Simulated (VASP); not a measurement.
# AlAs (t.b) (F-43m) in VASP: single point with PBE

Aim: the single point of AlAs (t.b) with PBE.

All numbers are computed with VASP 6.6.1; they aren't measurements. Logs are shortened: lines on timing, memory, paths and dates and some standing lists are left out, and cuts for length are marked.

### 1 The cell of the first run

It takes space group F-43m (No. 216, cubic). Conventional cell: a = 5.728 Å, b = 5.728 Å, c = 5.728 Å, α = 90.00°, β = 90.00°, γ = 90.00°. Within 3.3 Å of Al (site symmetry -43m) lie 4 As at 2.48 Å. Within 3.3 Å of As (site symmetry -43m) lie 4 Al at 2.48 Å.

### 2 Single point, PBE

INCAR reads:

```
SYSTEM = AlAs
PREC = Accurate ; ENCUT = 500
EDIFF = 1E-6 ; ISMEAR = 0
SIGMA = 0.02 ; LREAL = .FALSE.
LASPH = .TRUE. ; NELM = 120
ALGO = Normal ; ISIF = 2
LWAVE = .FALSE. ; LCHARG = .TRUE.
GGA = PE ; LELF = .TRUE.
LVHAR = .TRUE. ; NBANDS = 11
GGA_COMPAT = .FALSE.
```

KPOINTS reads:

```
Automatic mesh
0
G
  8 8 8
  0 0 0
```

POSCAR reads:

```
AlAs
1.0
    0.0000000000      2.8638562138      2.8638562138
    2.8638562138      0.0000000000      2.8638562138
    2.8638562138      2.8638562138      0.0000000000
Al As
1 1
Direct
    0.0000000000      0.0000000000      0.0000000000
    0.2500000000      0.2500000000      0.2500000000
```

Potentials or basis: VASP PAW PBE potentials, release 64 (Al, As).

The run is started by

```
$ cat potpaw_PBE.64/Al/POTCAR potpaw_PBE.64/As/POTCAR > POTCAR
$ mpirun -np 1 vasp_std > vasp.out
```

OUTCAR:

```text
SYSTEM = AlAs
   PREC = Accurate
   ENCUT = 500
   EDIFF = 1E-6
   ISMEAR = 0
   LREAL = .FALSE.
   LASPH = .TRUE.
   NELM = 120
   ISIF = 2
   GGA = PE

 ion  position               nearest neighbor table
   1  0.000  0.000  0.000-   2 2.48   2 2.48   2 2.48   2 2.48
   2  0.250  0.250  0.250-   1 2.48   1 2.48   1 2.48   1 2.48

  LATTYP: Found a face centered cubic cell.
 ALAT       =     5.7277124276

  Lattice vectors:

 A1 = (   0.0000000000,   2.8638562138,   2.8638562138)
 A2 = (   2.8638562138,   0.0000000000,   2.8638562138)
 A3 = (   2.8638562138,   2.8638562138,   0.0000000000)

Analysis of symmetry for initial positions (statically):
=====================================================================
 Subroutine PRICEL returns:
 Original cell was already a primitive cell.

 Routine SETGRP: Setting up the symmetry group for a
 face centered cubic supercell.

 Subroutine GETGRP returns: Found 24 space group operations
 (whereof 24 operations were pure point group operations)
 out of a pool of 48 trial point group operations.

The static configuration has the point symmetry T_d .

Analysis of symmetry for dynamics (positions and initial velocities):
=====================================================================
 Subroutine PRICEL returns:
 Original cell was already a primitive cell.

 Routine SETGRP: Setting up the symmetry group for a
 face centered cubic supercell.

 Subroutine GETGRP returns: Found 24 space group operations
 (whereof 24 operations were pure point group operations)
 out of a pool of 48 trial point group operations.

The dynamic configuration has the point symmetry T_d .

 Subroutine INISYM returns: Found 24 space group operations
 (whereof 24 operations are pure point group operations),
 and found     1 'primitive' translations

----------------------------------------------------------------------------------------

                                     Primitive cell

  volume of cell :      46.9768

  direct lattice vectors                    reciprocal lattice vectors
     0.000000000  2.863856214  2.863856214    -0.174589771  0.174589771  0.174589771
     2.863856214  0.000000000  2.863856214     0.174589771 -0.174589771  0.174589771
     2.863856214  2.863856214  0.000000000     0.174589771  0.174589771 -0.174589771

  length of vectors
     4.050104298  4.050104298  4.050104298     0.302398354  0.302398354  0.302398354

  position of ions in fractional coordinates (direct lattice)
     0.000000000  0.000000000  0.000000000
     0.250000000  0.250000000  0.250000000

  ion indices of the primitive-cell ions
   primitive index   ion index
                 1           1
                 2           2

----------------------------------------------------------------------------------------

 KPOINTS: Automatic mesh

Automatic generation of k-mesh.
 Grid dimensions read from file:
 generate k-points for:    8    8    8

 Generating k-lattice:

  Cartesian coordinates                     Fractional coordinates (reciprocal lattice)
    -0.021823721  0.021823721  0.021823721     0.125000000  0.000000000  0.000000000
     0.021823721 -0.021823721  0.021823721     0.000000000  0.125000000  0.000000000
     0.021823721  0.021823721 -0.021823721     0.000000000  0.000000000  0.125000000

  Length of vectors
     0.037799794  0.037799794  0.037799794

  Shift w.r.t. Gamma in fractional coordinates (k-lattice)
     0.000000000  0.000000000  0.000000000

 Subroutine IBZKPT returns following result:
 ===========================================

 Found     29 irreducible k-points:

 Following reciprocal coordinates:
            Coordinates               Weight
  0.000000  0.000000  0.000000      1.000000
  0.125000  0.000000  0.000000      8.000000
  0.250000  0.000000  0.000000      8.000000
  0.375000  0.000000  0.000000      8.000000
  0.500000  0.000000  0.000000      4.000000
  0.125000  0.125000  0.000000      6.000000
[... 16 lines left out ...]
  0.500000  0.250000  0.125000     48.000000
 -0.375000  0.250000  0.125000     24.000000
 [... further k-points ...]
   k-points           NKPTS =     29   k-points in BZ     NKDIM =     29   number of bands    NBANDS=     11
   number of dos      NEDOS =    301   number of ions     NIONS =      2
   total plane-waves  NPLWV =  27000
   dimension x,y,z NGX =    30 NGY =   30 NGZ =   30
   dimension x,y,z NGXF=    60 NGYF=   60 NGZF=   60
   ions per type =               1   1
   NGX,Y,Z   is equivalent  to a cutoff of  12.31, 12.31, 12.31 a.u.
   NGXF,Y,Z  is equivalent  to a cutoff of  24.63, 24.63, 24.63 a.u.
 SYSTEM =  AlAs
   PREC   = accura    normal or accurate (medium, high low for compatibility)
   ISTART =      0    job   : 0-new  1-cont  2-samecut
   ICHARG =      2    charge: 1-file 2-atom 10-const
   ISPIN  =      1    spin polarized calculation?
   LNONCOLLINEAR =      F non collinear calculations
   LSORBIT =      F    spin-orbit coupling
   LASPH  =      T    aspherical Exc in radial PAW
   ENCUT  =  500.0 eV  36.75 Ry    6.06 a.u.   7.38  7.38  7.38*2*pi/ulx,y,z
   NELM   =    120;   NELMIN=  2; NELMDL= -5     # of ELM steps
   EDIFF  = 0.1E-05   stopping-criterion for ELM
   LREAL  =      F    real-space projection
   EDIFFG = 0.1E-04   stopping-criterion for IOM
   NSW    =      0    number of steps for IOM
   IBRION =     -1    ionic relax: 0-MD 1-quasi-New 2-CG
   NFREE  =      0    steps in history (QN), initial steepest desc. (CG)
   ISIF   =      2    stress and relaxation
   ISYM   =      2    0-nonsym 1-usesym 2-fastsym
   POTIM  = 0.5000    time-step for ionic-motion
   TEBEG  =    0.0;   TEEND  =   0.0 temperature during run
   PSTRESS=    0.0 pullay stress
   NELECT =       8.0000    total number of electrons
   NUPDOWN=      -1.0000    fix difference up-down
   EMIN   =  10.00;   EMAX   =-10.00  energy-range for DOS
   EFERMI =   0.00;   METHOD = LEGACY
   ISMEAR =     0;   SIGMA  =   0.02  broadening in eV -4-tet -1-fermi 0-gaus
   EFERMI_NEDOS =   21; number of points for ismear=-14 and -15
   IALGO  =     38    algorithm
   IMIX   =      4    mixing-type and parameters
     AMIX     =   0.40;   BMIX     =  1.00
     AMIX_MAG =   1.60;   BMIX_MAG =  1.00
  volume/ion in A,a.u.               =      23.49       158.51
  Fermi-wavevector in a.u.,A,eV,Ry     =   0.907424  1.714783 11.203288  0.823418
  Thomas-Fermi vector in A             =   2.031230
   LORBIT       =      0    0 simple, 1 ext, 2 COOP (PROOUT), +10 PAW based schemes
   GGA     = PE    functional components
   LHFCALC =     F    Hartree Fock is set to
   AEXX    =    0.0000 exact exchange contribution
   IVDW    =     0    specifies the selected vdW correction
   LEPSILON=     F    determine dielectric tensor
   LRPA    =     F    only Hartree local field effects (RPA)
 non-spin polarized calculation
 Gauss-broadening in eV      SIGMA  =   0.02
  energy-cutoff  :      500.00
  volume of cell :       46.98
 maximum number of plane-waves:      1243
 NGX is ok and might be reduce to    30
   NGX = 15   NGY = 15   NGZ = 15

 number of electron       7.9999999 magnetization

 Free energy of the ion-electron system (eV)
  ---------------------------------------------------
  ext. energy  EPLUGINS =         0.00000000
  ---------------------------------------------------
  free energy    TOTEN  =        -9.38797866 eV

  energy without entropy =       -9.38797866  energy(sigma->0) =       -9.38797866

 E-fermi :   3.6751     XC(G=0):  -8.9050

 val. band max:        3.5946390222   @ k =   0.0000   0.0000   0.0000
 cond. band min:       5.0889165913   @ k =   0.5000   0.5000   0.0000
 fundamental gap:      1.4942775691
 Fermi energy:         3.6751233731

 k-point     1 :       0.0000    0.0000    0.0000
  band No.  band energies     occupation
      1      -8.0765      2.00000
      2       3.5946      2.00000
      3       3.5946      2.00000
      4       3.5946      2.00000
      5       5.3780      0.00000
      6       7.8218      0.00000
      7       7.8218      0.00000
      8       7.8218      0.00000
      9      12.2778      0.00000
     10      12.5371      0.00000
     11      12.5371      0.00000

 k-point     2 :       0.1250    0.0000    0.0000
  band No.  band energies     occupation
      1      -7.9305      2.00000
      2       2.1701      2.00000
      3       3.4391      2.00000
      4       3.4391      2.00000
      5       6.1773      0.00000
      6       8.0948      0.00000
      7       8.0948      0.00000
      8       8.1794      0.00000
      9      11.9550      0.00000
     10      11.9550      0.00000
     11      12.9978      0.00000

 k-point     3 :       0.2500    0.0000    0.0000
  band No.  band energies     occupation
      1      -7.5268      2.00000
      2       0.2703      2.00000
      3       3.1309      2.00000
      4       3.1309      2.00000
      5       6.0627      0.00000
      6       8.4398      0.00000
      7       8.4398      0.00000
      8       9.8421      0.00000
      9      11.8450      0.00000
     10      11.8450      0.00000
     11      12.8858      0.00000

 k-point     4 :       0.3750    0.0000    0.0000
  band No.  band energies     occupation
      1      -7.0091      2.00000
      2      -1.2183      2.00000
      3       2.8839      2.00000
      4       2.8839      2.00000
      5       5.7338      0.00000
      6       8.3532      0.00000
      7       8.3532      0.00000
      8      11.1878      0.00000
      9      13.0882      0.00000
     10      13.0882      0.00000
     11      13.1120      0.00000
[... 239 lines left out ...]
 k-point    22 :       0.3750    0.2500    0.1250
  band No.  band energies     occupation
      1      -7.1899      2.00000
      2      -0.1164      2.00000
      3       1.7147      2.00000
      4       2.6510      2.00000
      5       7.1494      0.00000
      6       7.6970      0.00000
      7       8.8674      0.00000
      8       9.9916      0.00000
      9      11.6329      0.00000
     10      13.8713      0.00000
     11      15.3785      0.00000

 k-point    23 :       0.5000    0.2500    0.1250
  band No.  band energies     occupation
      1      -6.7257      2.00000
      2      -1.0858      2.00000
      3       1.1434      2.00000
      4       2.2861      2.00000
      5       7.2017      0.00000
      6       7.9805      0.00000
      7       9.2835      0.00000
      8      10.3451      0.00000
      9      12.7646      0.00000
     10      13.9693      0.00000
     11      15.5883      0.00000

 k-point    24 :      -0.3750    0.2500    0.1250
  band No.  band energies     occupation
      1      -6.4885      2.00000
      2      -1.5394      2.00000
      3       0.9925      2.00000
      4       2.1114      2.00000
      5       7.1752      0.00000
      6       7.8056      0.00000
      7      10.1341      0.00000
      8      11.0979      0.00000
      9      11.8140      0.00000
     10      14.4582      0.00000
     11      15.6793      0.00000

 [... further k-points ...]
[... 5 lines left out ...]
  --------------------------------------------------------------------------------------
  -------------------------------------------------------------------------------------
  Total        0.0534168      0.0534168      0.0534168      0.0000000      0.0000000      0.0000000
  in kB        1.8218165      1.8218165      1.8218165      0.0000000      0.0000000      0.0000000
  external PRESSURE =       1.8218165 kB  Pullay stress =       0.0000000 kB

 VOLUME and BASIS-vectors are now :
 -----------------------------------------------------------------------------
  energy-cutoff  :      500.00
  volume of cell :       46.98
      direct lattice vectors                 reciprocal lattice vectors
     0.000000000  2.863856214  2.863856214    -0.174589771  0.174589771  0.174589771
     2.863856214  0.000000000  2.863856214     0.174589771 -0.174589771  0.174589771
     2.863856214  2.863856214  0.000000000     0.174589771  0.174589771 -0.174589771

 POSITION                                       TOTAL-FORCE (eV/Angst)
 -----------------------------------------------------------------------------------
      0.00000      0.00000      0.00000        -0.000000     -0.000000     -0.000000
      1.43193      1.43193      1.43193         0.000000      0.000000      0.000000
 -----------------------------------------------------------------------------------
    total drift:                               -0.000000     -0.000000     -0.000000

  FREE ENERGIE OF THE ION-ELECTRON SYSTEM (eV)
  ---------------------------------------------------
  free  energy   TOTEN  =        -9.3879786622 eV

  energy  without entropy=       -9.3879786622  energy(sigma->0) =       -9.38797866
```

Run time: 6.9 s. Hardware: 1 thread of Intel Xeon 6975P-C (Granite Rapids), shared host; peak memory 0.16 GiB.

What came out:

| Item | Value |
| --- | --- |
| Free energy | -9.3880 eV |
| Pressure | 0.2 GPa |
| Band gap on the k mesh | 1.49 eV, indirect (least direct gap 1.78 eV) |

A k mesh can miss the band edges. PBE gaps usually lie below the measured ones, often by a third to a half.
